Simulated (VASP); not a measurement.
Here is a VASP 6.6.1 calculation.

File INCAR:

```
SYSTEM = AlN
PREC = Accurate
ENCUT = 520
EDIFF = 1E-6
ISMEAR = -1
SIGMA = 0.05
LREAL = .False.
LASPH = .True.
NELM = 80
ALGO = Normal
ISIF = 2
LWAVE = .False.
LCHARG = .False.
GGA = PS
NBANDS = 11
```

KPOINTS

```
regular mesh
0
Gamma
  10 10 10
  0 0 0
```

Contents of POSCAR:

```
AlN
1.0
    0.0000000000      2.1886810828      2.1886810828
    2.1886810828      0.0000000000      2.1886810828
    2.1886810828      2.1886810828      0.0000000000
Al N
1 1
Direct
    0.0000000000      0.0000000000      0.0000000000
    0.2500000000      0.2500000000      0.2500000000
```

Potentials or basis: VASP PAW PBE potentials, release 64 (Al, N).

Launch:

```console
$ cat potpaw_PBE.64/Al/POTCAR potpaw_PBE.64/N/POTCAR > POTCAR
$ mpirun -np 1 vasp_std > vasp.out
```

Task: Estimate the band gap on the k mesh.

Result: 3.18 eV, indirect (least direct gap 4.08 eV).

Task: Estimate the pressure.

Result: 0.0 GPa.

Caveat: the PAW data sets were made with another functional, which shifts forces and pressure a little. A k mesh can miss the band edges.
